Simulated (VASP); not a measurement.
# W (Im-3m) in VASP: notebook

W is run at these levels: PBEsol; tasks: single point, relaxation of cell and atoms.

All numbers are computed with VASP 6.6.1; they aren't measurements. Logs are shortened: lines on timing, memory, paths and dates and some standing lists are left out, and cuts for length are marked.

## Step 1: The cell of the first run

The structure is cubic, space group Im-3m (No. 229). Conventional cell: a = 3.195 Å, b = 3.195 Å, c = 3.195 Å, α = 90.00°, β = 90.00°, γ = 90.00°. W (site symmetry m-3m) has 14 W at 2.77 to 3.19 Å within 3.6 Å.

## Step 2: Single point, PBEsol

The input, INCAR:

```
SYSTEM = W
PREC = Accurate ; ENCUT = 520
EDIFF = 1E-7 ; ISMEAR = 0
SIGMA = 0.1 ; LREAL = .FALSE.
LASPH = .TRUE. ; NELM = 60
ALGO = Normal ; ISIF = 2
LWAVE = .FALSE. ; LCHARG = .FALSE.
GGA = PS ; NBANDS = 13
```

The input, KPOINTS:

```
Automatic mesh
0
G
  8 8 8
  0 0 0
```

The input, POSCAR:

```
W
1.0
   -1.5973000000      1.5973000000      1.5973000000
    1.5973000000     -1.5973000000      1.5973000000
    1.5973000000      1.5973000000     -1.5973000000
W
1
Direct
    0.0000000000      0.0000000000      0.0000000000
```

Potentials or basis: VASP PAW PBE potentials, release 64 (W_sv).

Command:

```
cat potpaw_PBE.64/W_sv/POTCAR > POTCAR
mpirun -np 1 vasp_std > vasp.out
```

OUTCAR:

```text
SYSTEM = W
   PREC = Accurate
   ENCUT = 520
   EDIFF = 1E-7
   ISMEAR = 0
   LREAL = .FALSE.
   LASPH = .TRUE.
   NELM = 60
   ISIF = 2
   GGA = PS

 ion  position               nearest neighbor table
   1  0.000  0.000  0.000-

  LATTYP: Found a body centered cubic cell.
 ALAT       =     3.1946000000

  Lattice vectors:

 A1 = (  -1.5973000000,   1.5973000000,   1.5973000000)
 A2 = (   1.5973000000,  -1.5973000000,   1.5973000000)
 A3 = (   1.5973000000,   1.5973000000,  -1.5973000000)

Analysis of symmetry for initial positions (statically):
=====================================================================
 Subroutine PRICEL returns:
 Original cell was already a primitive cell.

 Routine SETGRP: Setting up the symmetry group for a
 body centered cubic supercell.

 Subroutine GETGRP returns: Found 48 space group operations
 (whereof 48 operations were pure point group operations)
 out of a pool of 48 trial point group operations.

The static configuration has the point symmetry O_h .

Analysis of symmetry for dynamics (positions and initial velocities):
=====================================================================
 Subroutine PRICEL returns:
 Original cell was already a primitive cell.

 Routine SETGRP: Setting up the symmetry group for a
 body centered cubic supercell.

 Subroutine GETGRP returns: Found 48 space group operations
 (whereof 48 operations were pure point group operations)
 out of a pool of 48 trial point group operations.

The dynamic configuration has the point symmetry O_h .

 Subroutine INISYM returns: Found 48 space group operations
 (whereof 48 operations are pure point group operations),
 and found     1 'primitive' translations

----------------------------------------------------------------------------------------

                                     Primitive cell

  volume of cell :      16.3012

  direct lattice vectors                    reciprocal lattice vectors
    -1.597300000  1.597300000  1.597300000     0.000000000  0.313028235  0.313028235
     1.597300000 -1.597300000  1.597300000     0.313028235  0.000000000  0.313028235
     1.597300000  1.597300000 -1.597300000     0.313028235  0.313028235  0.000000000

  length of vectors
     2.766604755  2.766604755  2.766604755     0.442688776  0.442688776  0.442688776

  position of ions in fractional coordinates (direct lattice)
     0.000000000  0.000000000  0.000000000

  ion indices of the primitive-cell ions
   primitive index   ion index
                 1           1

----------------------------------------------------------------------------------------

 KPOINTS: Automatic mesh

Automatic generation of k-mesh.
 Grid dimensions read from file:
 generate k-points for:    8    8    8

 Generating k-lattice:

  Cartesian coordinates                     Fractional coordinates (reciprocal lattice)
     0.000000000  0.039128529  0.039128529     0.125000000  0.000000000  0.000000000
     0.039128529  0.000000000  0.039128529     0.000000000  0.125000000  0.000000000
     0.039128529  0.039128529  0.000000000     0.000000000  0.000000000  0.125000000

  Length of vectors
     0.055336097  0.055336097  0.055336097

  Shift w.r.t. Gamma in fractional coordinates (k-lattice)
     0.000000000  0.000000000  0.000000000

 Subroutine IBZKPT returns following result:
 ===========================================

 Found     29 irreducible k-points:

 Following reciprocal coordinates:
            Coordinates               Weight
  0.000000  0.000000  0.000000      1.000000
  0.125000  0.000000  0.000000     12.000000
  0.250000  0.000000  0.000000     12.000000
  0.375000  0.000000  0.000000     12.000000
  0.500000  0.000000  0.000000      6.000000
  0.125000  0.125000  0.000000     24.000000
[... 16 lines left out ...]
 -0.250000  0.250000  0.250000      6.000000
 -0.375000  0.375000  0.250000     24.000000
 [... further k-points ...]
   k-points           NKPTS =     29   k-points in BZ     NKDIM =     29   number of bands    NBANDS=     13
   number of dos      NEDOS =    301   number of ions     NIONS =      1
   total plane-waves  NPLWV =  13824
   dimension x,y,z NGX =    24 NGY =   24 NGZ =   24
   dimension x,y,z NGXF=    48 NGYF=   48 NGZF=   48
   ions per type =               1
   NGX,Y,Z   is equivalent  to a cutoff of  14.42, 14.42, 14.42 a.u.
   NGXF,Y,Z  is equivalent  to a cutoff of  28.84, 28.84, 28.84 a.u.
 SYSTEM =  W
   PREC   = accura    normal or accurate (medium, high low for compatibility)
   ISTART =      0    job   : 0-new  1-cont  2-samecut
   ICHARG =      2    charge: 1-file 2-atom 10-const
   ISPIN  =      1    spin polarized calculation?
   LNONCOLLINEAR =      F non collinear calculations
   LSORBIT =      F    spin-orbit coupling
   LASPH  =      T    aspherical Exc in radial PAW
   ENCUT  =  520.0 eV  38.22 Ry    6.18 a.u.   5.14  5.14  5.14*2*pi/ulx,y,z
   NELM   =     60;   NELMIN=  2; NELMDL= -5     # of ELM steps
   EDIFF  = 0.1E-06   stopping-criterion for ELM
   LREAL  =      F    real-space projection
   EDIFFG = 0.1E-05   stopping-criterion for IOM
   NSW    =      0    number of steps for IOM
   IBRION =     -1    ionic relax: 0-MD 1-quasi-New 2-CG
   NFREE  =      0    steps in history (QN), initial steepest desc. (CG)
   ISIF   =      2    stress and relaxation
   ISYM   =      2    0-nonsym 1-usesym 2-fastsym
   POTIM  = 0.5000    time-step for ionic-motion
   TEBEG  =    0.0;   TEEND  =   0.0 temperature during run
   PSTRESS=    0.0 pullay stress
   NELECT =      14.0000    total number of electrons
   NUPDOWN=      -1.0000    fix difference up-down
   EMIN   =  10.00;   EMAX   =-10.00  energy-range for DOS
   EFERMI =   0.00;   METHOD = LEGACY
   ISMEAR =     0;   SIGMA  =   0.10  broadening in eV -4-tet -1-fermi 0-gaus
   EFERMI_NEDOS =   21; number of points for ismear=-14 and -15
   IALGO  =     38    algorithm
   IMIX   =      4    mixing-type and parameters
     AMIX     =   0.40;   BMIX     =  1.00
     AMIX_MAG =   1.60;   BMIX_MAG =  1.00
  volume/ion in A,a.u.               =      16.30       110.01
  Fermi-wavevector in a.u.,A,eV,Ry     =   1.556125  2.940649 32.946829  2.421524
  Thomas-Fermi vector in A             =   2.659966
   LORBIT       =      0    0 simple, 1 ext, 2 COOP (PROOUT), +10 PAW based schemes
   GGA     = PS    functional components
   LHFCALC =     F    Hartree Fock is set to
   AEXX    =    0.0000 exact exchange contribution
   IVDW    =     0    specifies the selected vdW correction
   LEPSILON=     F    determine dielectric tensor
   LRPA    =     F    only Hartree local field effects (RPA)
 non-spin polarized calculation
 Gauss-broadening in eV      SIGMA  =   0.10
  energy-cutoff  :      520.00
  volume of cell :       16.30
 maximum number of plane-waves:       466
 NGX is ok and might be reduce to    24
   NGX = 11   NGY = 11   NGZ = 11

 number of electron      14.0000002 magnetization

 Free energy of the ion-electron system (eV)
  ---------------------------------------------------
  ext. energy  EPLUGINS =         0.00000000
  ---------------------------------------------------
  free energy    TOTEN  =       -13.78604162 eV

  energy without entropy =      -13.78603930  energy(sigma->0) =      -13.78604046

 E-fermi :  10.6669     XC(G=0): -13.6027

 val. band max:       10.3891432978   @ k =   0.1250   0.0000   0.0000
 cond. band min:      10.9463677094   @ k =  -0.2500   0.2500   0.1250
 fundamental gap:      0.5572244117
 Fermi energy:        10.6669030697

 k-point     1 :       0.0000    0.0000    0.0000
  band No.  band energies     occupation
      1     -63.3057      2.00000
      2     -26.9030      2.00000
      3     -26.9030      2.00000
      4     -26.9030      2.00000
      5       1.3786      2.00000
      6       9.6913      2.00000
      7       9.6913      2.00000
      8       9.6913      2.00000
      9      13.0441      0.00000
     10      13.0441      0.00000
     11      25.3524      0.00000
     12      25.3524      0.00000
     13      25.3524      0.00000

 k-point     2 :       0.1250    0.0000    0.0000
  band No.  band energies     occupation
      1     -63.2884      2.00000
      2     -27.0873      2.00000
      3     -26.9612      2.00000
      4     -26.9038      2.00000
      5       2.0870      2.00000
      6       9.2814      2.00000
      7       9.5504      2.00000
      8      10.3891      1.99991
      9      12.5308      0.00000
     10      13.0616      0.00000
     11      25.8652      0.00000
     12      26.5662      0.00000
     13      26.8545      0.00000

 k-point     3 :       0.2500    0.0000    0.0000
  band No.  band energies     occupation
      1     -63.2465      2.00000
      2     -27.5148      2.00000
      3     -27.0992      2.00000
      4     -26.9058      2.00000
      5       3.7450      2.00000
      6       8.4278      2.00000
      7       9.0757      2.00000
      8      12.3585      0.00000
      9      12.4458      0.00000
     10      13.2295      0.00000
     11      25.4986      0.00000
     12      27.0482      0.00000
     13      29.7789      0.00000
[... 305 lines left out ...]
 k-point    23 :      -0.2500    0.2500    0.2500
  band No.  band energies     occupation
      1     -63.1946      2.00000
      2     -27.5358      2.00000
      3     -27.3109      2.00000
      4     -27.3109      2.00000
      5       5.7152      2.00000
      6       8.1765      2.00000
      7      10.3633      1.99998
      8      10.3633      1.99998
      9      12.2001      0.00000
     10      14.2007      0.00000
     11      25.1502      0.00000
     12      29.8916      0.00000
     13      29.8916      0.00000

 k-point    24 :      -0.3750    0.3750    0.2500
  band No.  band energies     occupation
      1     -63.1578      2.00000
      2     -27.7846      2.00000
      3     -27.4559      2.00000
      4     -27.3447      2.00000
      5       6.4371      2.00000
      6       7.1754      2.00000
      7      10.3706      1.99997
      8      11.1343      0.00000
      9      14.4806      0.00000
     10      15.0689      0.00000
     11      24.1798      0.00000
     12      26.6406      0.00000
     13      27.8429      0.00000

 [... further k-points ...]
[... 5 lines left out ...]
  --------------------------------------------------------------------------------------
  -------------------------------------------------------------------------------------
  Total       -1.0828565     -1.0828565     -1.0828565      0.0000000      0.0000000     -0.0000000
  in kB     -106.4295037   -106.4295037   -106.4295037      0.0000000      0.0000000     -0.0000000
  external PRESSURE =    -106.4295037 kB  Pullay stress =       0.0000000 kB

 VOLUME and BASIS-vectors are now :
 -----------------------------------------------------------------------------
  energy-cutoff  :      520.00
  volume of cell :       16.30
      direct lattice vectors                 reciprocal lattice vectors
    -1.597300000  1.597300000  1.597300000     0.000000000  0.313028235  0.313028235
     1.597300000 -1.597300000  1.597300000     0.313028235  0.000000000  0.313028235
     1.597300000  1.597300000 -1.597300000     0.313028235  0.313028235  0.000000000

 POSITION                                       TOTAL-FORCE (eV/Angst)
 -----------------------------------------------------------------------------------
      0.00000      0.00000      0.00000         0.000000     -0.000000     -0.000000
 -----------------------------------------------------------------------------------
    total drift:                                0.000000      0.000000      0.000000

  FREE ENERGIE OF THE ION-ELECTRON SYSTEM (eV)
  ---------------------------------------------------
  free  energy   TOTEN  =       -13.7860416225 eV

  energy  without entropy=      -13.7860393009  energy(sigma->0) =      -13.78604046
```

Wall time 3.1 s (1 thread of Intel Xeon 6975P-C (Granite Rapids), shared host); peak memory 0.13 GiB.

Results:

| Quantity | Value |
| --- | --- |
| Free energy | -13.7860 eV |
| Pressure | -10.6 GPa |
| Band gap on the k mesh | zero (band 7 reaches 15.86 eV, above the bottom of band 8 at 9.69 eV) |

Caveat: the PAW data sets were made with another functional, which shifts forces and pressure a little; spin-orbit coupling is left out, which moves the levels of the heavy elements.

## Step 3: Single point, PBEsol

This run uses another cell than the first one, of 15.69 Å³/atom, 0.963 times its volume.

The input, INCAR:

```
SYSTEM = W
  PREC = Accurate
  ENCUT = 520
  EDIFF = 1E-6
  ISMEAR = 0
  SIGMA = 0.1
  LREAL = .FALSE.
  LASPH = .TRUE.
  NELM = 80
  ALGO = Fast
  ISIF = 2
  LWAVE = .FALSE.
  LCHARG = .TRUE.
  GGA = PS
  LELF = .TRUE.
  LVHAR = .TRUE.
  NBANDS = 13
```

The input, KPOINTS:

```
Automatic mesh
0
G
  18 18 18
  0 0 0
```

The input, POSCAR:

```
W
1.0
   -1.5771801389      1.5771801389      1.5771801389
    1.5771801389     -1.5771801389      1.5771801389
    1.5771801389      1.5771801389     -1.5771801389
W
1
Direct
    0.0000000000      0.0000000000      0.0000000000
```

Potentials or basis: VASP PAW PBE potentials, release 64 (W_sv).

Command:

```
cat potpaw_PBE.64/W_sv/POTCAR > POTCAR
mpirun -np 1 vasp_std > vasp.out
```

Run time: 15 s. Hardware: 1 thread of Intel Xeon 6975P-C (Granite Rapids), shared host; peak memory 0.15 GiB.

Results (log left out):

```yaml
Free_energy: -13.8015 eV
Pressure: 0.7 GPa
Band_gap_on_the_k_mesh: zero (band 7 reaches 16.67 eV, above the bottom of band 8 at 10.17 eV)
```

Levels at points of the mesh, in eV from the Fermi level:
| k point | band 3 | band 4 | band 5 | band 6 | band 7 | band 8 | band 9 | band 10 | band 11 | band 12 |
| --- | --- | --- | --- | --- | --- | --- | --- | --- | --- | --- |
| (0.00, 0.00, 0.00) | -37.67 | -37.67 | -9.70 | -1.24 | -1.24 | -1.24 | 2.27 | 2.27 | 14.57 | 14.57 |
| (0.50, 0.00, 0.00) | -38.10 | -37.67 | -6.35 | -3.61 | 0.74 | 2.17 | 3.16 | 6.27 | 11.24 | 11.53 |
| (0.50, 0.50, 0.50) | -38.60 | -38.60 | -5.93 | -5.93 | 5.26 | 5.26 | 5.26 | 8.34 | 8.34 | 8.34 |

Caveat: the PAW data sets were made with another functional, which shifts forces and pressure a little; spin-orbit coupling is left out, which moves the levels of the heavy elements.

## Step 4: Relaxation of cell and atoms, PBEsol

This run uses another cell than the first one, of 15.71 Å³/atom, 0.964 times its volume.

The input, INCAR:

```
SYSTEM = W
  PREC = Accurate
  ENCUT = 600
  EDIFF = 1E-6
  ISMEAR = 0
  SIGMA = 0.1
  LREAL = .False.
  LASPH = .True.
  NELM = 60
  ALGO = Normal
  ISIF = 3
  LWAVE = .False.
  LCHARG = .False.
  GGA = PS
  IBRION = 2
  NSW = 100
  EDIFFG = -0.005
```

The input, KPOINTS:

```
Automatic mesh
0
Gamma
  18 18 18
  0 0 0
```

The input, POSCAR:

```
W
1.0
   -1.5776901116      1.5776901116      1.5776901116
    1.5776901116     -1.5776901116      1.5776901116
    1.5776901116      1.5776901116     -1.5776901116
W
1
Direct
    0.0000000000      0.0000000000      0.0000000000
```

Command:

```
cat potpaw_PBE.64/W_sv/POTCAR > POTCAR
mpirun -np 1 vasp_std > vasp.out
```

It took 20 s on 1 thread of Intel Xeon 6975P-C (Granite Rapids), shared host; peak memory 0.17 GiB.

It converged, with:

| Item | Value |
| --- | --- |
| Free energy | -13.8017 eV |
| Relaxed volume | 15.73 Å³/atom |
| Relaxed cell | a = 2.734 Å, b = 2.734 Å, c = 2.734 Å, α = 109.47°, β = 109.47°, γ = 109.47° |
| Space group after relaxing (to 0.05 Å) | Im-3m (No. 229) |
| Energy gained by relaxing | 0.0 meV/atom |
| Ionic steps | 3 |
| Pressure after relaxing | 0.0 GPa |
| Band gap on the k mesh | zero (band 7 reaches 16.63 eV, above the bottom of band 8 at 10.14 eV) |

Final structure:
```
W
1.0
    -1.57827    1.57827    1.57827
     1.57827   -1.57827    1.57827
     1.57827    1.57827   -1.57827
W
1
Direct
  0.00000 0.00000 0.00000
```

Levels at points of the mesh, in eV from the Fermi level:
| k point | band 5 | band 6 | band 7 | band 8 | band 9 | band 10 |
| --- | --- | --- | --- | --- | --- | --- |
| (0.00, 0.00, 0.00) | -9.69 | -1.24 | -1.24 | -1.24 | 2.26 | 2.26 |
| (0.50, 0.00, 0.00) | -6.33 | -3.60 | 0.73 | 2.17 | 3.15 | 6.25 |
| (0.50, 0.50, 0.50) | -5.91 | -5.91 | 5.25 | 5.25 | 5.25 | 8.33 |

Caveat: the PAW data sets were made with another functional, which shifts forces and pressure a little; spin-orbit coupling is left out, which moves the levels of the heavy elements.

## Step 5: Single point, PBEsol

This run uses another cell than the first one, of 15.69 Å³/atom, 0.963 times its volume.

The input, INCAR:

```
SYSTEM = W
  PREC = Accurate
  ENCUT = 520
  EDIFF = 1E-6
  ISMEAR = 0
  SIGMA = 0.1
  LREAL = .FALSE.
  LASPH = .TRUE.
  NELM = 80
  ALGO = Fast
  ISIF = 2
  LWAVE = .FALSE.
  LCHARG = .TRUE.
  GGA = PS
  LELF = .TRUE.
  LVHAR = .TRUE.
  NBANDS = 13
```

The input, KPOINTS:

```
Automatic mesh
0
G
  18 18 18
  0 0 0
```

The input, POSCAR:

```
W
1.0
   -1.5771801407      1.5771801407      1.5771801407
    1.5771801407     -1.5771801407      1.5771801407
    1.5771801407      1.5771801407     -1.5771801407
W
1
Direct
    0.0000000000      0.0000000000      0.0000000000
```

Command:

```
cat potpaw_PBE.64/W_sv/POTCAR > POTCAR
mpirun -np 1 vasp_std > vasp.out
```

Run time: 40 s. Hardware: 1 thread of AMD EPYC 7R43 (Zen 3), shared host; peak memory 0.11 GiB.

The run converged. Its results:

| Property | Result |
| --- | --- |
| Free energy | -13.8015 eV |
| Pressure | 0.7 GPa |
| Band gap on the k mesh | zero (band 7 reaches 16.67 eV, above the bottom of band 8 at 10.17 eV) |

Levels at points of the mesh, in eV from the Fermi level:
```
           k point  band 4  band 5  band 6  band 7  band 8  band 9  band 10  band 11
(0.00, 0.00, 0.00)  -37.67   -9.70   -1.24   -1.24   -1.24    2.27     2.27    14.57
(0.50, 0.00, 0.00)  -37.67   -6.35   -3.61    0.74    2.17    3.16     6.27    11.24
(0.50, 0.50, 0.50)  -38.60   -5.93   -5.93    5.26    5.26    5.26     8.34     8.34
```

Caveat: the PAW data sets were made with another functional, which shifts forces and pressure a little; spin-orbit coupling is left out, which moves the levels of the heavy elements.

## Step 6: Overview

| task | cell | k mesh | cutoff (eV) | gap on the mesh (eV) | pressure (GPa) |
| --- | --- | --- | --- | --- | --- |
| single point | a = 2.767 Å, angles 109.5°, 1 atom | 8 × 8 × 8 | 520 | none | -10.6 |
| single point | a = 2.732 Å, angles 109.5°, 1 atom | 18 × 18 × 18 | 520 | none | 0.7 |
| relaxation of cell and atoms | relaxed from a = 2.733 Å, angles 109.5°, 1 atom | 18 × 18 × 18 | 600 | none | 0.0 |

Alike in all rows: level PBEsol; potentials or basis VASP PAW PBE potentials, release 64 (W_sv); no spin polarisation; smearing gaussian 0.1 eV.

Caveats: the PAW data sets were made with another functional, which shifts forces and pressure a little; spin-orbit coupling is left out, which moves the levels of the heavy elements.

Absolute energies hang on the potentials; compare differences alone.
